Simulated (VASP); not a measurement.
# MgAl15HN16 (a cell with a defect) in VASP: electric field gradients with PBE

Aim: the electric field gradients of MgAl15HN16 (a cell with a defect) with PBE.

Everything below comes from runs of VASP 6.6.1. Logs are shortened: lines on timing, memory, paths and dates and some standing lists are left out, and cuts for length are marked.

## Step 1: The cell of the first run

The cell holds a defect, 33 atoms: a = 6.260 Å, b = 6.260 Å, c = 10.035 Å, α = 90.00°, β = 90.00°, γ = 120.00°.

## Step 2: Electric field gradients, PBE, collinear spin

The input, INCAR:

```
PREC = Accurate
ENCUT = 520
EDIFF = 1E-8
ISMEAR = 0
SIGMA = 0.01
LREAL = Auto
LASPH = True
NELM = 200
ALGO = Normal
ISIF = 2
LWAVE = False
LCHARG = False
ISPIN = 2
MAGMOM = 0 0 0 0 0 0 0 0 0 0 0 0 0 0 0 0.01 0.06 0 0 0.01 0.09 0.05 0 0 0.09 0.05 0 0 0 0.03 0 0 0.44
LORBIT = 11
NUPDOWN = 1.0
GGA = PE
LEFG = True
NELECT = 129.0
NBANDS = 90
GGA_COMPAT = False
ISYM = -1
```

The input, KPOINTS:

```
explicit points
1
Reciprocal
  0.25000000   0.25000000   0.25000000 1
```

The input, POSCAR:

```
MgAl15HN16
1.0
    6.2595139128      0.0000000578      0.0000000000
   -3.1297570064      5.4208980350      0.0000000000
    0.0000000000      0.0000000000     10.0348065929
Al Mg N H
15 1 16 1
Direct
    0.3343102750      0.1657244489      0.2535537979
    0.3304621925      0.1695411465      0.7531627905
    0.1641650108      0.3358366551      1.0027881081
    0.3339074548      0.6745103610      0.2531340392
    0.1674653104      0.8380928817      0.5015658368
    0.3301655382      0.6671815887      0.7535583434
    0.1630212823      0.8356079036      1.0014194957
    0.8255151086      0.1662043153      0.2531433190
    0.6620498289      0.3325872664      0.5015394919
    0.8327293807      0.1696873197      0.7535163970
    0.6644052483      0.3370141275      1.0014039809
    0.8311404890      0.6689775979      0.2524572071
    0.6627772221      0.8372523931      0.5018697982
    0.8311264802      0.6688005548      0.7504074037
    0.6647216971      0.8352934803      1.0015247148
    0.1638965513      0.3362350865      0.5040910777
    0.3357534310      0.1643333263      0.4407758655
    0.1658707831      0.3341536057      0.1926806551
    0.3304707813      0.1694943209      0.9430495080
    0.1655239714      0.3343878254      0.7057584986
    0.3369108335      0.6838600091      0.4407511019
    0.1586378071      0.8307979085      0.1878562168
    0.3304478889      0.6721849261      0.9435494364
    0.1659633574      0.8344730865      0.6928654775
    0.8162544946      0.1631291556      0.4407383348
    0.6691018679      0.3414044045      0.1878433213
    0.8277887392      0.1695190764      0.9435257442
    0.6655409866      0.3338799717      0.6928442926
    0.8299023628      0.6701340319      0.4426712760
    0.6687633470      0.8313916397      0.1883065967
    0.8296282639      0.6703111869      0.9392705840
    0.6652267786      0.8344496822      0.6934748696
    0.4999572354     -0.0000532848      0.3331484190
```

Potentials or basis: VASP PAW PBE potentials, release 64 (Al, Mg, N, H).

Command:

```
> cat potpaw_PBE.64/Al/POTCAR potpaw_PBE.64/Mg/POTCAR potpaw_PBE.64/N/POTCAR potpaw_PBE.64/H/POTCAR > POTCAR
> mpirun -np 1 vasp_std > vasp.out
```

OUTCAR:

```text
PREC = Accurate
   ENCUT = 520
   EDIFF = 1E-8
   ISMEAR = 0
   LREAL = Auto
   LASPH = True
   NELM = 200
   ISIF = 2
   ISPIN = 2
   LORBIT = 11
   NUPDOWN = 1.0
   GGA = PE
   NELECT = 129.0
   ISYM = -1

 ion  position               nearest neighbor table
   1  0.334  0.166  0.254-  17 1.88  18 1.93  26 1.93  22 1.93  33 1.97   5 3.06   9 3.06   8 3.07
                             4 3.07   7 3.10  11 3.10   3 3.12  16 3.12  12 3.13  12 3.13   4 3.19
   2  0.330  0.170  0.753-  20 1.85  19 1.91  24 1.91  28 1.91  11 3.08   7 3.08  16 3.08   3 3.09
                             5 3.10   9 3.10   6 3.12  10 3.12  14 3.13  14 3.13  10 3.14   6 3.14
   3  0.164  0.336  0.003-  19 1.90  18 1.91  23 1.92  27 1.92   6 3.08  10 3.08   2 3.09   8 3.11
                             4 3.11   1 3.12  11 3.13   7 3.13  15 3.13  15 3.13   7 3.13  11 3.13
   4  0.334  0.675  0.253-  21 1.88  22 1.91  30 1.93  33 1.94  18 1.94  13 3.07   5 3.07   1 3.07
                             8 3.08  15 3.10   7 3.10   3 3.11  16 3.12  12 3.13  12 3.13   8 3.18
   5  0.167  0.838  0.502-  21 1.86  17 1.87  24 1.92  29 1.92   1 3.06   4 3.07  14 3.09  12 3.09
                             9 3.10   2 3.10  13 3.10   6 3.11  16 3.13  16 3.13  13 3.16   9 3.16
   6  0.330  0.667  0.754-  20 1.87  24 1.90  23 1.91  32 1.91  15 3.08   3 3.08  16 3.08   7 3.08
                            13 3.10   5 3.11  10 3.11   2 3.12  14 3.13  14 3.13   2 3.14  10 3.15
   7  0.163  0.836  0.001-  22 1.87  23 1.89  19 1.90  31 1.91   2 3.08   6 3.08  14 3.10  12 3.10
                             1 3.10   4 3.10  15 3.12  11 3.12   3 3.13   3 3.13  11 3.14  15 3.14
   8  0.826  0.166  0.253-  25 1.88  26 1.91  30 1.93  33 1.94  18 1.94  13 3.07   9 3.07   1 3.07
                             4 3.08  15 3.10  11 3.10   3 3.11  16 3.12  12 3.13  12 3.13   4 3.18
   9  0.662  0.333  0.502-  25 1.86  17 1.87  28 1.92  29 1.92   1 3.06   8 3.07  14 3.09  12 3.09
[... 16 lines left out ...]
  18  0.166  0.334  0.193-   3 1.91   1 1.93   4 1.94   8 1.94
  19  0.330  0.169  0.943-   3 1.90   7 1.90  11 1.90   2 1.91
  20  0.166  0.334  0.706-   2 1.85  10 1.87   6 1.87  16 2.02
  21  0.337  0.684  0.441-   5 1.86  13 1.87   4 1.88  16 1.99
  22  0.159  0.831  0.188-   7 1.87  12 1.89   4 1.91   1 1.93
[... 8 lines left out ...]
  31  0.830  0.670  0.939-  15 1.89  14 1.90  11 1.91   7 1.91
  32  0.665  0.834  0.693-  14 1.89   6 1.91  10 1.91  13 1.92
  33  0.500  1.000  0.333-   4 1.94   8 1.94   1 1.97

IMPORTANT INFORMATION: All symmetrisations will be switched off!
NOSYMM: (Re-)initialisation of all symmetry stuff for point group C_1.

----------------------------------------------------------------------------------------

                                     Primitive cell

  volume of cell :     340.5029

  direct lattice vectors                    reciprocal lattice vectors
     6.259513913  0.000000058  0.000000000     0.159756813  0.092235641  0.000000000
    -3.129757006  5.420898035  0.000000000    -0.000000002  0.184471279  0.000000000
     0.000000000  0.000000000 10.034806593     0.000000000  0.000000000  0.099653141

  length of vectors
     6.259513913  6.259513913 10.034806593     0.184471279  0.184471279  0.099653141

  position of ions in fractional coordinates (direct lattice)
     0.334310275  0.165724449  0.253553798
     0.330462193  0.169541147  0.753162790
     0.164165011  0.335836655  0.002788108
     0.333907455  0.674510361  0.253134039
     0.167465310  0.838092882  0.501565837
     0.330165538  0.667181589  0.753558343
[... 25 lines left out ...]
     0.665226779  0.834449682  0.693474870
     0.499957235  0.999946715  0.333148419

  ion indices of the primitive-cell ions
   primitive index   ion index
                 1           1
                 2           2
                 3           3
                 4           4
                 5           5
                 6           6
[... 25 lines left out ...]
                32          32
                33          33

----------------------------------------------------------------------------------------

 KPOINTS: explicit points

Read explicit list of k-points.

 Found      1 k-points:

 Following reciprocal coordinates:
            Coordinates               Weight
  0.250000  0.250000  0.250000      1.000000
   k-points           NKPTS =      1   k-points in BZ     NKDIM =      1   number of bands    NBANDS=     90
[... 65 lines left out ...]

 E-fermi :   5.8875     XC(G=0): -10.8992

 val. band max:        7.4294512990   @ k =   0.2500   0.2500   0.2500
 cond. band min:       8.6332678948   @ k =   0.2500   0.2500   0.2500
 fundamental gap:      1.2038165958
 Fermi energy:         7.4871538400

 spin component 1

 k-point     1 :       0.2500    0.2500    0.2500
  band No.  band energies     occupation
      1      -8.7803      1.00000
      2      -8.3311      1.00000
      3      -8.1907      1.00000
      4      -8.0717      1.00000
      5      -7.8167      1.00000
      6      -7.6568      1.00000
[... 68 lines left out ...]
     75      12.6745      0.00000
     76      12.9197      0.00000
 Fermi energy:         5.8875187878

 spin component 2

 k-point     1 :       0.2500    0.2500    0.2500
  band No.  band energies     occupation
      1      -8.7554      1.00000
      2      -8.2855      1.00000
      3      -8.1659      1.00000
      4      -8.0596      1.00000
      5      -7.7719      1.00000
      6      -7.6283      1.00000
[... 68 lines left out ...]
     75      12.7013      0.00000
     76      12.9493      0.00000
 [bands above 76 left out]

------------------------ aborting loop because EDIFF is reached ----------------------------------------

  FORCE on cell =-STRESS in cart. coord.  units (eV):
  Direction    XX          YY          ZZ          XY          YZ          ZX
  --------------------------------------------------------------------------------------
  -------------------------------------------------------------------------------------
  Total       18.2119797      8.1764376     23.9900979     -8.6951399      0.2460313      0.0873482
  in kB       85.6933031     38.4728050    112.8812336    -40.9134684      1.1576573      0.4110019
  external PRESSURE =      79.0157806 kB  Pullay stress =       0.0000000 kB

 VOLUME and BASIS-vectors are now :
 -----------------------------------------------------------------------------
  energy-cutoff  :      520.00
  volume of cell :      340.50
      direct lattice vectors                 reciprocal lattice vectors
     6.259513913  0.000000058  0.000000000     0.159756813  0.092235641  0.000000000
    -3.129757006  5.420898035  0.000000000    -0.000000002  0.184471279  0.000000000
     0.000000000  0.000000000 10.034806593     0.000000000  0.000000000  0.099653141

 POSITION                                       TOTAL-FORCE (eV/Angst)
 -----------------------------------------------------------------------------------
      1.57394      0.89838      2.54436        -0.007257      0.004647     -0.023168
      1.53791      0.91907      7.55784        -0.002386      0.001439     -0.004838
     -0.02349      1.82054      0.02798         0.000296      0.000120     -0.001915
     -0.02096      3.65645      2.54015        -0.003430      0.001978     -0.005785
     -1.57478      4.54322      5.03312         0.006673     -0.009263      0.007744
     -0.02144      3.61672      7.56181        -0.002729      0.001115      0.000331
[... 25 lines left out ...]
      1.55237      4.52347      6.95889        -0.002245      0.001060     -0.006286
     -0.00010      5.42061      3.34308        -0.005566      0.003232     -0.001196
 -----------------------------------------------------------------------------------
    total drift:                               -0.009769      0.005953      0.035076

  FREE ENERGIE OF THE ION-ELECTRON SYSTEM (eV)
  ---------------------------------------------------
  free  energy   TOTEN  =      -230.1810262628 eV

  energy  without entropy=     -230.1810262628  energy(sigma->0) =     -230.18102626

 Electric field gradients (V/A^2)
---------------------------------------------------------------------
 ion       V_xx      V_yy      V_zz      V_xy      V_xz      V_yz
---------------------------------------------------------------------
   1       1.015     8.826    -9.841     6.665     0.364    -0.240
   2      -9.930     5.306     4.624    13.191     1.514    -0.897
   3      -3.144     4.877    -1.733     7.013    -2.411     1.375
   4       0.406     6.493    -6.899     6.148     1.896    -4.505
   5      -5.743    -0.908     6.651     9.713     2.891     4.711
   6       0.538    -5.007     4.469     7.414     1.885    -2.871
[... 25 lines left out ...]
  32      -1.586     9.199    -7.613     9.287    -1.122     0.908
  33       1.076     1.290    -2.366     0.173    -0.323     0.193
---------------------------------------------------------------------

 Electric field gradients after diagonalization (V/A^2)
 (convention: |V_zz| > |V_xx| > |V_yy|)
----------------------------------------------------------------------
 ion       V_xx      V_yy      V_zz     asymmetry (V_yy - V_xx)/ V_zz
----------------------------------------------------------------------
   1      -9.868    -2.778    12.645       0.561
   2      12.921     4.762   -17.683       0.461
   3      -8.372    -0.573     8.945       0.872
   4      -9.789    -1.003    10.792       0.814
   5      12.167     1.189   -13.356       0.822
   6       5.696     5.220   -10.916       0.044
[... 25 lines left out ...]
  32      -8.739    -5.808    14.548       0.201
  33       1.386     1.021    -2.408       0.152
----------------------------------------------------------------------

           NMR quadrupolar parameters

 Cq : quadrupolar parameter    Cq=e*Q*V_zz/h
 eta: asymmetry parameters     (V_yy - V_xx)/ V_zz
 Q  : nuclear electric quadrupole moment in mb (millibarn)
----------------------------------------------------------------------
 ion       Cq(MHz)       eta       Q (mb)
----------------------------------------------------------------------
   1       0.031       0.561       1.000
   2      -0.043       0.461       1.000
   3       0.022       0.872       1.000
   4       0.026       0.814       1.000
   5      -0.032       0.822       1.000
   6      -0.026       0.044       1.000
[... 25 lines left out ...]
  32       0.035       0.201       1.000
  33      -0.006       0.152       1.000
----------------------------------------------------------------------

 total charge

# of ion       s       p       d       tot
------------------------------------------
    1        0.371   0.429   0.000   0.799
    2        0.378   0.442   0.000   0.819
    3        0.375   0.429   0.000   0.804
    4        0.369   0.430   0.000   0.799
    5        0.380   0.444   0.000   0.824
    6        0.379   0.440   0.000   0.819
[... 25 lines left out ...]
   32        1.230   2.614   0.000   3.845
   33        0.500   0.018   0.000   0.518
--------------------------------------------------
tot         26.079  48.713   0.087  74.879

 magnetization (x)

# of ion       s       p       d       tot
------------------------------------------
    1       -0.000  -0.000   0.000  -0.000
    2       -0.000   0.000   0.000   0.000
    3       -0.000   0.000   0.000  -0.000
    4       -0.001   0.000   0.000  -0.001
    5        0.000   0.001   0.000   0.002
    6       -0.000   0.000   0.000   0.000
[... 25 lines left out ...]
   32       -0.000  -0.000   0.000  -0.000
   33        0.252   0.003   0.000   0.255
--------------------------------------------------
tot          0.269   0.332   0.003   0.604
```

Wall time 3.6 min (1 thread of Intel Xeon Platinum 8259CL at 2.50GHz (Skylake/Cascade Lake), shared host); peak memory 0.6 GiB.

What came out:

* Free energy: -230.1810 eV
* Largest force: 0.025 eV/Å
* Net moment: 1.00 μB per cell
* Site moments: Al -0.00, +0.00 (each value once); Mg +0.02; N +0.05, +0.00, -0.00, +0.01, +0.08, +0.04, +0.03 (each value once); H +0.26 μB
* Largest electric field gradient by atom: Al +12.6, -17.7, +8.9, +10.8, -13.4, -10.9, +10.5, -11.0, +10.6, -8.4, +11.3, -9.7, +9.4 (each value once); Mg -8.0; N -25.5, +16.3, +17.7, -23.3, -13.0, +15.2, +16.5, +15.4, -13.2, +16.6, +15.3, +13.3, +17.3, +14.5 (each value once); H -2.4 V/Å²
* Valence electrons inside the program's atomic spheres: Al 0.80, 0.82 (each value once); Mg 0.53; N 3.86, 3.82, 3.85, 3.84 (each value once); H 0.52

Forces on the atoms (eV/Å):
```
Al  -0.007  0.005 -0.023
Al  -0.002  0.001 -0.005
Al   0.000  0.000 -0.002
Al  -0.003  0.002 -0.006
Al   0.007 -0.009  0.008
Al  -0.003  0.001  0.000
Al  -0.004  0.001  0.006
Al  -0.001  0.002 -0.005
Al   0.012 -0.002  0.008
Al  -0.003  0.003  0.001
Al  -0.003  0.003  0.007
Al  -0.005  0.002 -0.004
Al   0.014 -0.008  0.008
Al   0.000  0.000  0.007
Al  -0.004  0.002  0.008
Mg  -0.003  0.001  0.017
N    0.012 -0.008  0.003
N    0.003 -0.002  0.000
N    0.001 -0.001 -0.005
N   -0.001  0.001  0.004
N   -0.006  0.005  0.005
N    0.005  0.000  0.004
N    0.002  0.003 -0.006
N    0.001  0.001  0.000
N   -0.008  0.003  0.004
N    0.001 -0.004  0.004
N   -0.001 -0.003 -0.007
N    0.000 -0.002  0.000
N   -0.005  0.003  0.002
N    0.005 -0.002 -0.008
N    0.005 -0.004 -0.016
N   -0.002  0.001 -0.006
H   -0.006  0.003 -0.001
```

Electric field gradients, principal values (V/Å²):
| atom | least | middle | greatest (by size) |
| --- | --- | --- | --- |
| 1 Al | -2.778 | -9.868 | 12.645 |
| 2 Al | 4.762 | 12.921 | -17.683 |
| 3 Al | -0.573 | -8.372 | 8.945 |
| 4 Al | -1.003 | -9.789 | 10.792 |
| 5 Al | 1.189 | 12.167 | -13.356 |
| 6 Al | 5.220 | 5.696 | -10.916 |
| 7 Al | -2.945 | -7.599 | 10.544 |
| 8 Al | -1.126 | -9.711 | 10.837 |
| 9 Al | 1.213 | 12.162 | -13.375 |
| 10 Al | 5.208 | 5.769 | -10.978 |
| 11 Al | -2.975 | -7.607 | 10.582 |
| 12 Al | 0.607 | 7.753 | -8.360 |
| 13 Al | -0.277 | -11.051 | 11.328 |
| 14 Al | 2.163 | 7.562 | -9.726 |
| 15 Al | -0.705 | -8.655 | 9.359 |
| 16 Mg | 3.619 | 4.384 | -8.003 |
| 17 N | 4.130 | 21.357 | -25.487 |
| 18 N | -6.966 | -9.299 | 16.265 |
| 19 N | -3.941 | -13.748 | 17.690 |
| 20 N | 0.351 | 22.918 | -23.270 |
| 21 N | 4.243 | 8.760 | -13.003 |
| 22 N | -5.006 | -10.237 | 15.243 |
| 23 N | -4.370 | -12.173 | 16.542 |
| 24 N | -6.110 | -9.241 | 15.351 |
| 25 N | 4.163 | 8.992 | -13.155 |
| 26 N | -4.727 | -10.481 | 15.208 |
| 27 N | -4.474 | -12.118 | 16.592 |
| 28 N | -6.377 | -8.955 | 15.333 |
| 29 N | -4.914 | -8.415 | 13.329 |
| 30 N | -6.295 | -11.049 | 17.345 |
| 31 N | -5.386 | -10.955 | 16.341 |
| 32 N | -5.808 | -8.739 | 14.548 |
| 33 H | 1.021 | 1.386 | -2.408 |

Caveat: the cell carries a net charge on a neutralising background, which shifts energy and pressure; the cell is charged against a uniform background, so pressure and absolute levels hang on convention; without QUAD_EFG the Cq values of the log hold for a quadrupole moment of 1 mb, not for the nuclei; the total moment is fixed, so each spin has its own Fermi level and the state may be an excited one.
